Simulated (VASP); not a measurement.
A run of VASP 6.6.1 is set up as follows.

The input INCAR:

```
SYSTEM = TiAl3
PREC = Accurate ; ENCUT = 520
EDIFF = 1E-6 ; ISMEAR = 0
SIGMA = 0.15 ; LREAL = .FALSE.
LASPH = .TRUE. ; NELM = 80
ALGO = Fast ; ISIF = 2
LWAVE = .FALSE. ; LCHARG = .FALSE.
GGA = PS ; NBANDS = 18
```

File KPOINTS:

```
Automatic mesh
0
G
  12 12 12
  0 0 0
```

File POSCAR:

```
TiAl3
1.0
    3.8891196379      0.0000000000      0.0000000000
    0.0000000000      3.8891196379      0.0000000000
    0.0000000000      0.0000000000      3.8298944658
Ti Al
1 3
Direct
    0.0000000000      0.0000000000      0.0000000000
    0.5000000000      0.5000000000      0.0000000000
    0.5000000000      0.0000000000      0.5000000000
    0.0000000000      0.5000000000      0.5000000000
```

Potentials or basis: VASP PAW PBE potentials, release 64 (Ti_sv, Al).

The run is started by

```sh
$ cat potpaw_PBE.64/Ti_sv/POTCAR potpaw_PBE.64/Al/POTCAR > POTCAR
$ mpirun -np 1 vasp_std > vasp.out
```

**Question.** What does it give for the band gap on the k mesh?

**Answer.** Zero (an odd number of electrons rules out a gap without spin polarisation).

**Question.** What does it give for the pressure?

**Answer.** 7.9 GPa.

Stress tensor (GPa, compression positive):
```
7.13 0.00 0.00
0.00 7.13 0.00
0.00 0.00 9.35
```

Caveat: the cell differs from its parent crystal (strain -0.015 along x and y, -0.030 along z); the cell stands under pressure; the PAW data sets were made with another functional, which shifts forces and pressure a little.
